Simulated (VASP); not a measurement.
# HgTe (R3m) in VASP: further runs

The runs below take HgTe through single point, with LDA.

Program: VASP 6.6.1. These are calculated values, not measurements. Logs are shortened: lines on timing, memory, paths and dates and some standing lists are left out, and cuts for length are marked.

**1. The cell of the first run**

Symmetry: R3m, No. 160, trigonal system. Conventional cell: a = 4.627 Å, b = 4.627 Å, c = 10.832 Å, α = 90.00°, β = 90.00°, γ = 120.00°. Hg (site symmetry 3m) has 4 Te at 2.71 to 2.82 Å within 3.6 Å. Te (site symmetry 3m) has 4 Hg at 2.71 to 2.82 Å within 3.6 Å.

**2. Single point, LDA (equal xy, yz and zx shear strains of -3 %)**

INCAR reads:

```
SYSTEM = HgTe
PREC     = Accurate       ! precision mode
ENCUT    = 520            ! plane-wave cutoff, eV
EDIFF    = 1E-7           ! SCF threshold, eV
ISMEAR   = -1             ! smearing method
SIGMA    = 0.03           ! smearing width, eV
LREAL    = .FALSE.        ! projectors in reciprocal space
LASPH    = .TRUE.         ! aspherical terms in the spheres
NELM     = 100            ! most SCF steps
ALGO     = Normal         ! electronic algorithm
ISIF     = 2              ! what is computed and relaxed
LWAVE    = .FALSE.        ! write WAVECAR
LCHARG   = .FALSE.        ! write CHGCAR
NBANDS   = 16             ! bands
```

KPOINTS reads:

```
Automatic mesh
0
G
  11 11 11
  0 0 0
```

POSCAR reads:

```
HgTe
1.0
   -0.0967050000      3.1751475000      3.1751475000
    3.1751475000     -0.0967050000      3.1751475000
    3.1751475000      3.1751475000     -0.0967050000
Hg Te
1 1
Direct
    0.0000000000      0.0000000000      0.0000000000
    0.7500000000      0.7500000000      0.7500000000
```

Potentials or basis: VASP PAW LDA potentials, release 64 (Hg, Te).

Launch:

```
cat potpaw_LDA.64/Hg/POTCAR potpaw_LDA.64/Te/POTCAR > POTCAR
mpirun -np 1 vasp_std > vasp.out
```

OUTCAR:

```text
SYSTEM = HgTe
   PREC = Accurate
   ENCUT = 520
   EDIFF = 1E-7
   ISMEAR = -1
   LREAL = .FALSE.
   LASPH = .TRUE.
   NELM = 100
   ISIF = 2

 ion  position               nearest neighbor table
   1  0.000  0.000  0.000-   2 2.71   2 2.82   2 2.82   2 2.82
   2  0.750  0.750  0.750-   1 2.71   1 2.82   1 2.82   1 2.82

  LATTYP: Found a trigonal (rhomboedric) cell.
 ALAT       =     4.4913778677
 COS(alpha) =     0.4693254694

  Lattice vectors:

 A1 = (  -0.0967050000,   3.1751475000,   3.1751475000)
 A2 = (   3.1751475000,  -0.0967050000,   3.1751475000)
 A3 = (   3.1751475000,   3.1751475000,  -0.0967050000)

Analysis of symmetry for initial positions (statically):
=====================================================================
 Subroutine PRICEL returns:
 Original cell was already a primitive cell.

 Routine SETGRP: Setting up the symmetry group for a
 trigonal (rhombohedral) supercell.

 Subroutine GETGRP returns: Found  6 space group operations
 (whereof  6 operations were pure point group operations)
 out of a pool of 12 trial point group operations.

The static configuration has the point symmetry C_3v.

Analysis of symmetry for dynamics (positions and initial velocities):
=====================================================================
 Subroutine PRICEL returns:
 Original cell was already a primitive cell.

 Routine SETGRP: Setting up the symmetry group for a
 trigonal (rhombohedral) supercell.

 Subroutine GETGRP returns: Found  6 space group operations
 (whereof  6 operations were pure point group operations)
 out of a pool of 12 trial point group operations.

The dynamic configuration has the point symmetry C_3v.

 Subroutine INISYM returns: Found  6 space group operations
 (whereof  6 operations are pure point group operations),
 and found     1 'primitive' translations

----------------------------------------------------------------------------------------

                                     Primitive cell

  volume of cell :      66.9448

  direct lattice vectors                    reciprocal lattice vectors
    -0.096705000  3.175147500  3.175147500    -0.150455450  0.155181800  0.155181800
     3.175147500 -0.096705000  3.175147500     0.155181800 -0.150455450  0.155181800
     3.175147500  3.175147500 -0.096705000     0.155181800  0.155181800 -0.150455450

  length of vectors
     4.491377868  4.491377868  4.491377868     0.266081988  0.266081988  0.266081988

  position of ions in fractional coordinates (direct lattice)
     0.000000000  0.000000000  0.000000000
     0.750000000  0.750000000  0.750000000

  ion indices of the primitive-cell ions
   primitive index   ion index
                 1           1
                 2           2

----------------------------------------------------------------------------------------

 KPOINTS: Automatic mesh

Automatic generation of k-mesh.
 Grid dimensions read from file:
 generate k-points for:   11   11   11

 Generating k-lattice:

  Cartesian coordinates                     Fractional coordinates (reciprocal lattice)
    -0.013677768  0.014107436  0.014107436     0.090909091  0.000000000  0.000000000
     0.014107436 -0.013677768  0.014107436     0.000000000  0.090909091  0.000000000
     0.014107436  0.014107436 -0.013677768     0.000000000  0.000000000  0.090909091

  Length of vectors
     0.024189272  0.024189272  0.024189272

  Shift w.r.t. Gamma in fractional coordinates (k-lattice)
     0.000000000  0.000000000  0.000000000

 Subroutine IBZKPT returns following result:
 ===========================================

 Found    146 irreducible k-points:

 Following reciprocal coordinates:
            Coordinates               Weight
  0.000000  0.000000  0.000000      1.000000
  0.090909  0.000000 -0.000000      6.000000
  0.181818  0.000000  0.000000      6.000000
  0.272727  0.000000 -0.000000      6.000000
  0.363636  0.000000  0.000000      6.000000
  0.454545  0.000000  0.000000      6.000000
[... 16 lines left out ...]
 -0.272727  0.181818 -0.000000     12.000000
 -0.181818  0.181818  0.000000      6.000000
 [... further k-points ...]
   k-points           NKPTS =    146   k-points in BZ     NKDIM =    146   number of bands    NBANDS=     16
   number of dos      NEDOS =    301   number of ions     NIONS =      2
   total plane-waves  NPLWV =  46656
   dimension x,y,z NGX =    36 NGY =   36 NGZ =   36
   dimension x,y,z NGXF=    72 NGYF=   72 NGZF=   72
   ions per type =               1   1
   NGX,Y,Z   is equivalent  to a cutoff of  13.33, 13.33, 13.33 a.u.
   NGXF,Y,Z  is equivalent  to a cutoff of  26.65, 26.65, 26.65 a.u.
 SYSTEM =  HgTe
   PREC   = accura    normal or accurate (medium, high low for compatibility)
   ISTART =      0    job   : 0-new  1-cont  2-samecut
   ICHARG =      2    charge: 1-file 2-atom 10-const
   ISPIN  =      1    spin polarized calculation?
   LNONCOLLINEAR =      F non collinear calculations
   LSORBIT =      F    spin-orbit coupling
   LASPH  =      T    aspherical Exc in radial PAW
   ENCUT  =  520.0 eV  38.22 Ry    6.18 a.u.   8.35  8.35  8.35*2*pi/ulx,y,z
   NELM   =    100;   NELMIN=  2; NELMDL= -5     # of ELM steps
   EDIFF  = 0.1E-06   stopping-criterion for ELM
   LREAL  =      F    real-space projection
   EDIFFG = 0.1E-05   stopping-criterion for IOM
   NSW    =      0    number of steps for IOM
   IBRION =     -1    ionic relax: 0-MD 1-quasi-New 2-CG
   NFREE  =      0    steps in history (QN), initial steepest desc. (CG)
   ISIF   =      2    stress and relaxation
   ISYM   =      2    0-nonsym 1-usesym 2-fastsym
   POTIM  = 0.5000    time-step for ionic-motion
   TEBEG  =    0.0;   TEEND  =   0.0 temperature during run
   PSTRESS=    0.0 pullay stress
   NELECT =      18.0000    total number of electrons
   NUPDOWN=      -1.0000    fix difference up-down
   EMIN   =  10.00;   EMAX   =-10.00  energy-range for DOS
   EFERMI =   0.00;   METHOD = LEGACY
   ISMEAR =    -1;   SIGMA  =   0.03  broadening in eV -4-tet -1-fermi 0-gaus
   EFERMI_NEDOS =   21; number of points for ismear=-14 and -15
   IALGO  =     38    algorithm
   IMIX   =      4    mixing-type and parameters
     AMIX     =   0.40;   BMIX     =  1.00
     AMIX_MAG =   1.60;   BMIX_MAG =  1.00
  volume/ion in A,a.u.               =      33.47       225.88
  Fermi-wavevector in a.u.,A,eV,Ry     =   1.056639  1.996759 15.190720  1.116486
  Thomas-Fermi vector in A             =   2.191882
   LORBIT       =      0    0 simple, 1 ext, 2 COOP (PROOUT), +10 PAW based schemes
   GGA     = CA    functional components
   LHFCALC =     F    Hartree Fock is set to
   AEXX    =    0.0000 exact exchange contribution
   IVDW    =     0    specifies the selected vdW correction
   LEPSILON=     F    determine dielectric tensor
   LRPA    =     F    only Hartree local field effects (RPA)
 non-spin polarized calculation
  energy-cutoff  :      520.00
  volume of cell :       66.94
 maximum number of plane-waves:      1822
 NGX is ok and might be reduce to    36
   NGX = 17   NGY = 17   NGZ = 17

 number of electron      18.0000003 magnetization

 Free energy of the ion-electron system (eV)
  ---------------------------------------------------
  ext. energy  EPLUGINS =         0.00000000
  ---------------------------------------------------
  free energy    TOTEN  =        -5.01363252 eV

  energy without entropy =       -5.01356624  energy(sigma->0) =       -5.01359938

 E-fermi :   3.0659     XC(G=0):  -9.1368

 val. band max:        2.9534797617   @ k =   0.0000   0.0000   0.0000
 cond. band min:       3.1102429527   @ k =   0.0000   0.0000   0.0000
 fundamental gap:      0.1567631910
 Fermi energy:         3.0659340951

 k-point     1 :       0.0000    0.0000    0.0000
  band No.  band energies     occupation
      1      -9.1182      2.00000
      2      -4.4867      2.00000
      3      -4.4142      2.00000
      4      -4.4142      2.00000
      5      -3.8920      2.00000
      6      -3.8920      2.00000
[... 8 lines left out ...]
     15      12.5258      0.00000
     16      12.5258      0.00000

 k-point     2 :       0.0909    0.0000   -0.0000
  band No.  band energies     occupation
      1      -9.0774      2.00000
      2      -4.4754      2.00000
      3      -4.4040      2.00000
      4      -4.3996      2.00000
      5      -3.8931      2.00000
      6      -3.8929      2.00000
[... 8 lines left out ...]
     15      11.8020      0.00000
     16      11.9938      0.00000

 k-point     3 :       0.1818    0.0000    0.0000
  band No.  band energies     occupation
      1      -8.9647      2.00000
      2      -4.4440      2.00000
      3      -4.3779      2.00000
      4      -4.3454      2.00000
      5      -3.8940      2.00000
      6      -3.8936      2.00000
[... 8 lines left out ...]
     15      11.3456      0.00000
     16      11.6313      0.00000

 k-point     4 :       0.2727    0.0000   -0.0000
  band No.  band energies     occupation
      1      -8.8102      2.00000
      2      -4.4033      2.00000
      3      -4.3474      2.00000
      4      -4.2202      2.00000
      5      -3.8898      2.00000
      6      -3.8897      2.00000
[... 8 lines left out ...]
     15      11.3322      0.00000
     16      11.7149      0.00000
[... 324 lines left out ...]
 k-point    22 :      -0.3636    0.1818    0.0000
  band No.  band energies     occupation
      1      -8.5145      2.00000
      2      -4.3200      2.00000
      3      -4.2739      2.00000
      4      -3.9249      2.00000
      5      -3.8872      2.00000
      6      -3.6823      2.00000
[... 8 lines left out ...]
     15      11.8099      0.00000
     16      12.6370      0.00000

 k-point    23 :      -0.2727    0.1818   -0.0000
  band No.  band energies     occupation
      1      -8.6219      2.00000
      2      -4.3502      2.00000
      3      -4.2895      2.00000
      4      -4.0486      2.00000
      5      -3.9026      2.00000
      6      -3.8321      2.00000
[... 8 lines left out ...]
     15      12.0041      0.00000
     16      13.1338      0.00000

 k-point    24 :      -0.1818    0.1818    0.0000
  band No.  band energies     occupation
      1      -8.7618      2.00000
      2      -4.3898      2.00000
      3      -4.3170      2.00000
      4      -4.2135      2.00000
      5      -3.9092      2.00000
      6      -3.8619      2.00000
[... 8 lines left out ...]
     15      11.9438      0.00000
     16      12.2422      0.00000

 [... further k-points ...]

------------------------ aborting loop because EDIFF is reached ----------------------------------------

  FORCE on cell =-STRESS in cart. coord.  units (eV):
  Direction    XX          YY          ZZ          XY          YZ          ZX
  --------------------------------------------------------------------------------------
  -------------------------------------------------------------------------------------
  Total        0.0928656      0.0928656      0.0928656      0.5666107      0.5666107      0.5666107
  in kB        2.2225361      2.2225361      2.2225361     13.5605884     13.5605884     13.5605884
  external PRESSURE =       2.2225361 kB  Pullay stress =       0.0000000 kB

 VOLUME and BASIS-vectors are now :
 -----------------------------------------------------------------------------
  energy-cutoff  :      520.00
  volume of cell :       66.94
      direct lattice vectors                 reciprocal lattice vectors
    -0.096705000  3.175147500  3.175147500    -0.150455450  0.155181800  0.155181800
     3.175147500 -0.096705000  3.175147500     0.155181800 -0.150455450  0.155181800
     3.175147500  3.175147500 -0.096705000     0.155181800  0.155181800 -0.150455450

 POSITION                                       TOTAL-FORCE (eV/Angst)
 -----------------------------------------------------------------------------------
      0.00000      0.00000      0.00000         0.205803      0.205803      0.205803
      4.69019      4.69019      4.69019        -0.205803     -0.205803     -0.205803
 -----------------------------------------------------------------------------------
    total drift:                                0.000024      0.000024      0.000024

  FREE ENERGIE OF THE ION-ELECTRON SYSTEM (eV)
  ---------------------------------------------------
  free  energy   TOTEN  =        -5.0136325238 eV

  energy  without entropy=       -5.0135662418  energy(sigma->0) =       -5.01359938
```

Wall time 81 s (1 thread of AMD EPYC 9R45 (Zen 5), shared host); peak memory 0.27 GiB.

Results:

* Free energy: -5.0136 eV
* Pressure: 0.2 GPa
* Largest force: 0.356 eV/Å
* Band gap on the k mesh: 0.16 eV

Forces in eV/Å, atoms in the order of the input:
```
Hg   0.206  0.206  0.206
Te  -0.206 -0.206 -0.206
```

Stress tensor (GPa, compression positive):
```
0.22 1.36 1.36
1.36 0.22 1.36
1.36 1.36 0.22
```

Caveat: the cell differs from its parent crystal (equal xy, yz and zx shear strains of -3 %); spin-orbit coupling is left out, which moves the levels of the heavy elements; an odd mesh through Γ misses points on the zone boundary, where band edges can lie.

**3. Single point, LDA (equal xy, yz and zx shear strains of -1 %)**

INCAR reads:

```
SYSTEM = HgTe
ALGO     = Normal         ! electronic algorithm
EDIFF    = 1E-7           ! SCF threshold, eV
ENCUT    = 520            ! plane-wave cutoff, eV
ISIF     = 2              ! what is computed and relaxed
ISMEAR   = -1             ! smearing method
LASPH    = .TRUE.         ! aspherical terms in the spheres
LCHARG   = .TRUE.         ! write CHGCAR
LELF     = .TRUE.         ! ELF
LREAL    = .FALSE.        ! projectors in reciprocal space
LVHAR    = .TRUE.       
LWAVE    = .FALSE.        ! write WAVECAR
NBANDS   = 16             ! bands
NELM     = 80             ! most SCF steps
PREC     = Accurate       ! precision mode
SIGMA    = 0.03           ! smearing width, eV
```

KPOINTS reads:

```
k-points
0
G
  11 11 11
  0 0 0
```

POSCAR reads:

```
HgTe
1.0
   -0.0322350000      3.2073825000      3.2073825000
    3.2073825000     -0.0322350000      3.2073825000
    3.2073825000      3.2073825000     -0.0322350000
Hg Te
1 1
Direct
    0.0000000000      0.0000000000      0.0000000000
    0.7500000000      0.7500000000      0.7500000000
```

Potentials or basis: VASP PAW LDA potentials, release 64 (Hg, Te).

Launch:

```
cat potpaw_LDA.64/Hg/POTCAR potpaw_LDA.64/Te/POTCAR > POTCAR
mpirun -np 1 vasp_std > vasp.out
```

Wall time 83 s (1 thread of AMD EPYC 9R45 (Zen 5), shared host); peak memory 0.26 GiB.

It converged, with:

- Free energy: -5.0360 eV
- Pressure: 0.0 GPa
- Largest force: 0.104 eV/Å

Forces on the atoms (eV/Å):
```
Hg   0.060  0.060  0.060
Te  -0.060 -0.060 -0.060
```

Stress tensor (GPa, compression positive):
```
0.02 0.43 0.43
0.43 0.02 0.43
0.43 0.43 0.02
```

Levels at points of the mesh, in eV from the Fermi level:
| k point | band 6 | band 7 | band 8 | band 9 | band 10 | band 11 | band 12 | band 13 |
| --- | --- | --- | --- | --- | --- | --- | --- | --- |
| (0.00, 0.00, 0.00) | -6.92 | -0.89 | -0.05 | -0.05 | 0.00 | 4.05 | 4.05 | 4.22 |

Caveat: the cell differs from its parent crystal (equal xy, yz and zx shear strains of -1 %); spin-orbit coupling is left out, which moves the levels of the heavy elements.

**4. Single point, LDA (equal xy, yz and zx shear strains of +2 %)**

INCAR reads:

```
SYSTEM = HgTe
ALGO = Normal
EDIFF = 1E-6
ENCUT = 520
GGA = CA
ISIF = 2
ISMEAR = -1
LASPH = .True.
LCHARG = .False.
LREAL = .False.
LWAVE = .False.
NBANDS = 16
NELM = 60
PREC = Accurate
SIGMA = 0.03
```

KPOINTS reads:

```
k-points
0
Gamma
  11 11 11
  0 0 0
```

POSCAR reads:

```
HgTe
1.0
    0.0644700000      3.2557350000      3.2557350000
    3.2557350000      0.0644700000      3.2557350000
    3.2557350000      3.2557350000      0.0644700000
Hg Te
1 1
Direct
    0.0000000000      0.0000000000      0.0000000000
    0.7500000000      0.7500000000      0.7500000000
```

Launch:

```
cat potpaw_LDA.64/Hg/POTCAR potpaw_LDA.64/Te/POTCAR > POTCAR
mpirun -np 1 vasp_std > vasp.out
```

It took 76 s on 1 thread of AMD EPYC 9R45 (Zen 5), shared host; peak memory 0.26 GiB.

Results (log left out):

```yaml
Free_energy: -5.0287 eV
Pressure: 0.1 GPa
Largest_force: 0.171 eV/Å
Band_gap_on_the_k_mesh: zero (filled and empty bands touch)
```

Forces on the atoms (eV/Å):
```
Hg  -0.099 -0.099 -0.099
Te   0.099  0.099  0.099
```

Stress tensor (GPa, compression positive):
```
 0.09 -0.79 -0.79
-0.79  0.09 -0.79
-0.79 -0.79  0.09
```

Levels at points of the mesh, in eV from the Fermi level:
| k point | band 7 | band 8 | band 9 | band 10 | band 11 | band 12 |
| --- | --- | --- | --- | --- | --- | --- |
| (0.00, 0.00, 0.00) | -0.92 | -0.10 | -0.02 | -0.02 | 3.89 | 4.20 |

Caveat: the cell differs from its parent crystal (equal xy, yz and zx shear strains of +2 %); semilocal functionals underestimate gaps, so a narrow gap can read as zero; spin-orbit coupling is left out, which moves the levels of the heavy elements.

**5. Single point, LDA (equal xy, yz and zx shear strains of -2 %)**

INCAR reads:

```
PREC     = Accurate       # precision mode
ENCUT    = 520            # plane-wave cutoff, eV
EDIFF    = 1E-6           # SCF threshold, eV
ISMEAR   = -1             # smearing method
SIGMA    = 0.03           # smearing width, eV
LREAL    = False          # projectors in reciprocal space
LASPH    = True           # aspherical terms in the spheres
NELM     = 80             # most SCF steps
ALGO     = Normal         # electronic algorithm
ISIF     = 2              # what is computed and relaxed
LWAVE    = False          # write WAVECAR
LCHARG   = True           # write CHGCAR
GGA      = CA             # functional
LELF     = True           # ELF
LVHAR    = True         
NBANDS   = 16             # bands
```

KPOINTS reads:

```
Automatic mesh
0
Gamma
  11 11 11
```

POSCAR reads:

```
HgTe
1.0
   -0.0644700000      3.1912650000      3.1912650000
    3.1912650000     -0.0644700000      3.1912650000
    3.1912650000      3.1912650000     -0.0644700000
Hg Te
1 1
Direct
    0.0000000000      0.0000000000      0.0000000000
    0.7500000000      0.7500000000      0.7500000000
```

Launch:

```
cat potpaw_LDA.64/Hg/POTCAR potpaw_LDA.64/Te/POTCAR > POTCAR
mpirun -np 1 vasp_std > vasp.out
```

Run time: 75 s. Hardware: 1 thread of AMD EPYC 9R45 (Zen 5), shared host; peak memory 0.26 GiB.

Results (log left out):

```
Free energy            : -5.0278 eV
Pressure               : 0.1 GPa
Largest force          : 0.222 eV/Å
Band gap on the k mesh : 0.10 eV
```

Forces on the atoms (eV/Å):
```
Hg   0.128  0.128  0.128
Te  -0.128 -0.128 -0.128
```

Stress tensor (GPa, compression positive):
```
0.09 0.88 0.88
0.88 0.09 0.88
0.88 0.88 0.09
```

Levels at points of the mesh, in eV from the valence-band top:
| k point | band 7 | band 8 | band 9 | band 10 | band 11 | band 12 |
| --- | --- | --- | --- | --- | --- | --- |
| (0.00, 0.00, 0.00) | -0.84 | 0.00 | 0.00 | 0.10 | 4.06 | 4.06 |

Caveat: the cell differs from its parent crystal (equal xy, yz and zx shear strains of -2 %); spin-orbit coupling is left out, which moves the levels of the heavy elements; an odd mesh through Γ misses points on the zone boundary, where band edges can lie.

**6. Overview**

```tsv
cell	gap on the mesh (eV)	pressure (GPa)	largest force (eV/Å)
a = 4.491 Å, angles 62.0°, 2 atoms	0.16	0.2	0.36
a = 4.536 Å, angles 60.7°, 2 atoms	-	0.0	0.10
a = 4.605 Å, angles 58.7°, 2 atoms	none	0.1	0.17
a = 4.514 Å, angles 61.3°, 2 atoms	0.10	0.1	0.22
```

Alike in all rows: task single point; level LDA; potentials or basis VASP PAW LDA potentials, release 64 (Hg, Te); no spin polarisation; k mesh 11 × 11 × 11; cutoff (eV) 520; smearing fermi-dirac 0.03 eV.

Caveats: spin-orbit coupling is left out, which moves the levels of the heavy elements; an odd mesh through Γ misses points on the zone boundary, where band edges can lie (at least some runs); semilocal functionals underestimate gaps, so a narrow gap can read as zero (at least some runs).

Absolute energies hang on the potentials; compare differences alone.
